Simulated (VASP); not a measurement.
# WC in VASP: single point with PBE

Aim: the single point of WC with PBE.

Program: VASP 6.6.1. These are calculated values, not measurements. Logs are shortened: lines on timing, memory, paths and dates and some standing lists are left out, and cuts for length are marked.

## (1) The cell of the first run

The cell holds a slab with vacuum, 16 atoms: a = 5.776 Å, b = 5.776 Å, c = 16.238 Å, α = 90.00°, β = 90.00°, γ = 120.00°.

## (2) Single point, PBE

The input, INCAR:

```
SYSTEM = WC
PREC = Accurate
ENCUT = 520
EDIFF = 1E-6
ISMEAR = -1
SIGMA = 0.1
LREAL = Auto
LASPH = .True.
NELM = 60
ALGO = Normal
ISIF = 2
LWAVE = .False.
LCHARG = .False.
GGA = PE
NBANDS = 86
```

The input, KPOINTS:

```
regular mesh
0
Gamma
  2 2 1
  0 0 0
```

The input, POSCAR:

```
WC
1.0
    5.7763200000      0.0000000000      0.0000000000
   -2.8881600000      5.0024400000      0.0000000000
    0.0000000000      0.0000000000     16.2384600000
W C
8 8
Direct
    0.0000000000      0.0000000000      0.0615821944
    0.0005483343     -0.0044778148      0.2406816903
   -0.0000054614      0.4999960020      0.0615821944
   -0.0131109485      0.4903007332      0.2356381085
    0.5000069248      0.0000000000      0.0615821944
    0.4841511653     -0.0087557272      0.2352193496
    0.5000014634      0.4999960020      0.0615821944
    0.4996990860      0.5051734753      0.2391729265
    0.3326227869      0.1786728077      0.1467626856
    0.3228320408      0.1729755879      0.3102141459
    0.3445522777      0.6578389746      0.1453093458
    0.3262419482      0.6556000672      0.3086438000
    0.8232373079      0.1590223971      0.1447674225
    0.8121226699      0.1546245432      0.3037418573
    0.8405799557      0.6790686145      0.1431662855
    0.8201143160      0.6481437059      0.3055400574
```

Potentials or basis: VASP PAW PBE potentials, release 64 (W_sv, C).

Command:

```
> cat potpaw_PBE.64/W_sv/POTCAR potpaw_PBE.64/C/POTCAR > POTCAR
> mpirun -np 1 vasp_std > vasp.out
```

OUTCAR:

```text
SYSTEM = WC
   PREC = Accurate
   ENCUT = 520
   EDIFF = 1E-6
   ISMEAR = -1
   LREAL = Auto
   LASPH = .True.
   NELM = 60
   ISIF = 2
   GGA = PE

 ion  position               nearest neighbor table
   1  0.000  0.000  0.062-  15 2.08  13 2.16   9 2.16   5 2.89   7 2.89   3 2.89   3 2.89   7 2.89
                             5 2.89   2 2.91
   2  0.001  0.996  0.241-  10 1.97  14 2.02  16 2.03  15 2.24   9 2.26  13 2.31   6 2.81   8 2.86
                             4 2.88   4 2.90   1 2.91   8 2.91   6 2.97
   3  1.000  0.500  0.062-  15 2.15  13 2.18  11 2.20   4 2.83   5 2.89   7 2.89   1 2.89   1 2.89
                             7 2.89   5 2.89
   4  0.987  0.490  0.236-  16 1.98  14 2.01  12 2.07  13 2.22  15 2.25  11 2.31   3 2.83   8 2.86
                             2 2.88   6 2.88   6 2.89   2 2.90   8 2.92
   5  0.500  0.000  0.062-  13 2.11  11 2.19   9 2.22   6 2.82   3 2.89   1 2.89   7 2.89   7 2.89
                             1 2.89   3 2.89
   6  0.484  0.991  0.235-  14 1.98  12 2.06  10 2.11  11 2.22   9 2.22  13 2.24   2 2.81   5 2.82
                             8 2.85   4 2.88   4 2.89   8 2.93   2 2.97
   7  0.500  0.500  0.062-  11 2.07   9 2.12  15 2.16   8 2.88   3 2.89   1 2.89   5 2.89   5 2.89
                             1 2.89   3 2.89
   8  0.500  0.505  0.239-  16 1.93  12 1.98  10 2.02  11 2.17   9 2.22  15 2.31   6 2.85   4 2.86
                             2 2.86   7 2.88   2 2.91   4 2.92   6 2.93
   9  0.333  0.179  0.147-   7 2.12   1 2.16   5 2.22   8 2.22   6 2.22   2 2.26
  10  0.323  0.173  0.310-   2 1.97   8 2.02   6 2.11
  11  0.345  0.658  0.145-   7 2.07   8 2.17   5 2.19   3 2.20   6 2.22   4 2.31
  12  0.326  0.656  0.309-   8 1.98   6 2.06   4 2.07
  13  0.823  0.159  0.145-   5 2.11   1 2.16   3 2.18   4 2.22   6 2.24   2 2.31
  14  0.812  0.155  0.304-   6 1.98   4 2.01   2 2.02
  15  0.841  0.679  0.143-   1 2.08   3 2.15   7 2.16   2 2.24   4 2.25   8 2.31
  16  0.820  0.648  0.306-   8 1.93   4 1.98   2 2.03

  LATTYP: Found a hexagonal cell.
 ALAT       =     5.7763200000
 C/A-ratio  =     2.8112119827

  Lattice vectors:

 A1 = (   5.7763200000,   0.0000000000,   0.0000000000)
 A2 = (  -2.8881600000,   5.0024400000,   0.0000000000)
 A3 = (   0.0000000000,   0.0000000000,  16.2384600000)

Analysis of symmetry for initial positions (statically):
=====================================================================
 Subroutine PRICEL returns:
 Original cell was already a primitive cell.

 Routine SETGRP: Setting up the symmetry group for a
 hexagonal supercell.

 Subroutine GETGRP returns: Found  1 space group operations
 (whereof  1 operations were pure point group operations)
 out of a pool of 24 trial point group operations.

The static configuration has the point symmetry C_1 .

Analysis of symmetry for dynamics (positions and initial velocities):
=====================================================================
 Subroutine PRICEL returns:
 Original cell was already a primitive cell.

 Routine SETGRP: Setting up the symmetry group for a
 hexagonal supercell.

 Subroutine GETGRP returns: Found  1 space group operations
 (whereof  1 operations were pure point group operations)
 out of a pool of 24 trial point group operations.

The dynamic configuration has the point symmetry C_1 .

 Subroutine INISYM returns: Found  1 space group operations
 (whereof  1 operations are pure point group operations),
 and found     1 'primitive' translations

----------------------------------------------------------------------------------------

                                     Primitive cell

  volume of cell :     469.2216

  direct lattice vectors                    reciprocal lattice vectors
     5.776320000  0.000000000  0.000000000     0.173120603  0.099951224  0.000000000
    -2.888160000  5.002440000  0.000000000     0.000000000  0.199902448  0.000000000
     0.000000000  0.000000000 16.238460000     0.000000000  0.000000000  0.061582194

  length of vectors
     5.776320000  5.776320121 16.238460000     0.199902452  0.199902448  0.061582194

  position of ions in fractional coordinates (direct lattice)
     0.000000000  0.000000000  0.061582194
     0.000548334  0.995522185  0.240681690
     0.999994539  0.499996002  0.061582194
     0.986889052  0.490300733  0.235638108
     0.500006925  0.000000000  0.061582194
     0.484151165  0.991244273  0.235219350
[... 8 lines left out ...]
     0.840579956  0.679068614  0.143166286
     0.820114316  0.648143706  0.305540057

  ion indices of the primitive-cell ions
   primitive index   ion index
                 1           1
                 2           2
                 3           3
                 4           4
                 5           5
                 6           6
[... 8 lines left out ...]
                15          15
                16          16

----------------------------------------------------------------------------------------

 KPOINTS: regular mesh

Automatic generation of k-mesh.
 Grid dimensions read from file:
 generate k-points for:    2    2    1

 Generating k-lattice:

  Cartesian coordinates                     Fractional coordinates (reciprocal lattice)
     0.086560301  0.049975612  0.000000000     0.500000000  0.000000000  0.000000000
     0.000000000  0.099951224  0.000000000     0.000000000  0.500000000  0.000000000
     0.000000000  0.000000000  0.061582194     0.000000000  0.000000000  1.000000000

  Length of vectors
     0.099951226  0.099951224  0.061582194

  Shift w.r.t. Gamma in fractional coordinates (k-lattice)
     0.000000000  0.000000000  0.000000000

 Subroutine IBZKPT returns following result:
 ===========================================

 Found      4 irreducible k-points:

 Following reciprocal coordinates:
            Coordinates               Weight
  0.000000  0.000000  0.000000      1.000000
  0.500000 -0.000000  0.000000      1.000000
  0.000000  0.500000  0.000000      1.000000
  0.500000  0.500000  0.000000      1.000000
   k-points           NKPTS =      4   k-points in BZ     NKDIM =      4   number of bands    NBANDS=     86
   number of dos      NEDOS =    301   number of ions     NIONS =     16
   total plane-waves  NPLWV = 290304
   dimension x,y,z NGX =    48 NGY =   48 NGZ =  126
   dimension x,y,z NGXF=    96 NGYF=   96 NGZF=  252
   ions per type =               8   8
   NGX,Y,Z   is equivalent  to a cutoff of  13.81, 13.81, 12.90 a.u.
   NGXF,Y,Z  is equivalent  to a cutoff of  27.63, 27.63, 25.80 a.u.
 SYSTEM =  WC
   PREC   = accura    normal or accurate (medium, high low for compatibility)
   ISTART =      0    job   : 0-new  1-cont  2-samecut
   ICHARG =      2    charge: 1-file 2-atom 10-const
   ISPIN  =      1    spin polarized calculation?
   LNONCOLLINEAR =      F non collinear calculations
   LSORBIT =      F    spin-orbit coupling
   LASPH  =      T    aspherical Exc in radial PAW
   ENCUT  =  520.0 eV  38.22 Ry    6.18 a.u.  10.74 10.74 30.19*2*pi/ulx,y,z
   NELM   =     60;   NELMIN=  2; NELMDL= -5     # of ELM steps
   EDIFF  = 0.1E-05   stopping-criterion for ELM
   LREAL  =      T    real-space projection
   EDIFFG = 0.1E-04   stopping-criterion for IOM
   NSW    =      0    number of steps for IOM
   IBRION =     -1    ionic relax: 0-MD 1-quasi-New 2-CG
   NFREE  =      0    steps in history (QN), initial steepest desc. (CG)
   ISIF   =      2    stress and relaxation
   ISYM   =      2    0-nonsym 1-usesym 2-fastsym
   POTIM  = 0.5000    time-step for ionic-motion
   TEBEG  =    0.0;   TEEND  =   0.0 temperature during run
   PSTRESS=    0.0 pullay stress
   NELECT =     144.0000    total number of electrons
   NUPDOWN=      -1.0000    fix difference up-down
   EMIN   =  10.00;   EMAX   =-10.00  energy-range for DOS
   EFERMI =   0.00;   METHOD = LEGACY
   ISMEAR =    -1;   SIGMA  =   0.10  broadening in eV -4-tet -1-fermi 0-gaus
   EFERMI_NEDOS =   21; number of points for ismear=-14 and -15
   IALGO  =     38    algorithm
   IMIX   =      4    mixing-type and parameters
     AMIX     =   0.40;   BMIX     =  1.00
     AMIX_MAG =   1.60;   BMIX_MAG =  1.00
  volume/ion in A,a.u.               =      29.33       197.90
  Fermi-wavevector in a.u.,A,eV,Ry     =   1.104256  2.086741 16.590683  1.219381
  Thomas-Fermi vector in A             =   2.240726
   LORBIT       =      0    0 simple, 1 ext, 2 COOP (PROOUT), +10 PAW based schemes
   GGA     = PE    functional components
   LHFCALC =     F    Hartree Fock is set to
   AEXX    =    0.0000 exact exchange contribution
   IVDW    =     0    specifies the selected vdW correction
   LEPSILON=     F    determine dielectric tensor
   LRPA    =     F    only Hartree local field effects (RPA)
 non-spin polarized calculation
  energy-cutoff  :      520.00
  volume of cell :      469.22
 maximum number of plane-waves:     12661
 NGX is ok and might be reduce to    48
   NGX = 21   NGY = 21   NGZ = 61

 number of electron     143.9999987 magnetization

 Free energy of the ion-electron system (eV)
  ---------------------------------------------------
  ext. energy  EPLUGINS =         0.00000000
  ---------------------------------------------------
  free energy    TOTEN  =      -162.22018460 eV

  energy without entropy =     -161.89707559  energy(sigma->0) =     -162.05863010

 E-fermi :   0.5143     XC(G=0):  -6.0654

 val. band max:        0.4995968913   @ k =   0.5000  -0.0000   0.0000
 cond. band min:       0.5242038151   @ k =   0.0000   0.5000   0.0000
 fundamental gap:      0.0246069238
 Fermi energy:         0.5143084003

 k-point     1 :       0.0000    0.0000    0.0000
  band No.  band energies     occupation
      1     -73.6411      2.00000
      2     -73.5919      2.00000
      3     -73.5730      2.00000
      4     -73.5614      2.00000
      5     -73.2747      2.00000
      6     -73.2218      2.00000
[... 76 lines left out ...]
     83       3.4717      0.00000
     84       3.7036      0.00000

 k-point     2 :       0.5000   -0.0000    0.0000
  band No.  band energies     occupation
      1     -73.6138      2.00000
      2     -73.6132      2.00000
      3     -73.5705      2.00000
      4     -73.5701      2.00000
      5     -73.2560      2.00000
      6     -73.2299      2.00000
[... 76 lines left out ...]
     83       2.4501      0.00000
     84       2.5240      0.00000

 k-point     3 :       0.0000    0.5000    0.0000
  band No.  band energies     occupation
      1     -73.6139      2.00000
      2     -73.6130      2.00000
      3     -73.5707      2.00000
      4     -73.5700      2.00000
      5     -73.2537      2.00000
      6     -73.2369      2.00000
[... 76 lines left out ...]
     83       2.5044      0.00000
     84       2.5308      0.00000

 k-point     4 :       0.5000    0.5000    0.0000
  band No.  band energies     occupation
      1     -73.6225      2.00000
      2     -73.5919      2.00000
      3     -73.5918      2.00000
      4     -73.5614      2.00000
      5     -73.2505      2.00000
      6     -73.2420      2.00000
[... 76 lines left out ...]
     83       2.4749      0.00000
     84       2.6202      0.00000
 [bands above 84 left out]

------------------------ aborting loop because EDIFF is reached ----------------------------------------

  FORCE on cell =-STRESS in cart. coord.  units (eV):
  Direction    XX          YY          ZZ          XY          YZ          ZX
  --------------------------------------------------------------------------------------
  -------------------------------------------------------------------------------------
  Total       11.9844705     11.2065954      3.3505702     -0.1142420      1.3794896      1.4853376
  in kB       40.9214921     38.2654039     11.4406665     -0.3900842      4.7103267      5.0717494
  external PRESSURE =      30.2091875 kB  Pullay stress =       0.0000000 kB

 VOLUME and BASIS-vectors are now :
 -----------------------------------------------------------------------------
  energy-cutoff  :      520.00
  volume of cell :      469.22
      direct lattice vectors                 reciprocal lattice vectors
     5.776320000  0.000000000  0.000000000     0.173120603  0.099951224  0.000000000
    -2.888160000  5.002440000  0.000000000     0.000000000  0.199902448  0.000000000
     0.000000000  0.000000000 16.238460000     0.000000000  0.000000000  0.061582194

 POSITION                                       TOTAL-FORCE (eV/Angst)
 -----------------------------------------------------------------------------------
      0.00000      0.00000      1.00000         0.000749      0.270521      0.442655
     -2.87206      4.98004      3.90830        -1.359360      0.307887     -0.590882
      4.33222      2.50120      1.00000         0.067913     -0.113153      0.165335
      4.28452      2.45270      3.82640         1.415569      0.612317      1.074702
      2.88820      0.00000      1.00000        -0.258813     -0.040032      0.169799
     -0.06626      4.95864      3.81960         0.489353      0.413178      1.760627
[... 8 lines left out ...]
      2.89420      3.39700      2.32480         0.155732     -0.842671     -0.597606
      2.86530      3.24230      4.96150         0.735715      0.920972      1.098596
 -----------------------------------------------------------------------------------
    total drift:                               -0.006665      0.009521     -0.021857

  FREE ENERGIE OF THE ION-ELECTRON SYSTEM (eV)
  ---------------------------------------------------
  free  energy   TOTEN  =      -162.2201845986 eV

  energy  without entropy=     -161.8970755934  energy(sigma->0) =     -162.05863010
```

It took 18 min on 1 thread of Intel Xeon 8259CL, shared host; peak memory 0.63 GiB.

What came out:

* Free energy: -162.2202 eV
* Largest force: 2.119 eV/Å
* Band gap on the k mesh: zero (bands 72 and 73 overlap by 0.27 eV)

Forces in eV/Å, atoms in the order of the input:
```
W    0.001  0.271  0.443
W   -1.359  0.308 -0.591
W    0.068 -0.113  0.165
W    1.416  0.612  1.075
W   -0.259 -0.040  0.170
W    0.489  0.413  1.761
W    0.246 -0.040  0.122
W   -0.494 -1.469 -0.445
C    0.412 -0.941 -1.222
C    0.723 -0.622 -0.259
C   -1.676  0.784 -1.034
C   -1.088  0.338 -0.481
C    0.370  0.375 -0.729
C    0.260  0.045  0.523
C    0.156 -0.843 -0.598
C    0.736  0.921  1.099
```

Caveat: the k points lie up to 0.63 Å⁻¹ apart; the atoms stand as in a frame of molecular dynamics; spin-orbit coupling is left out, which moves the levels of the heavy elements.
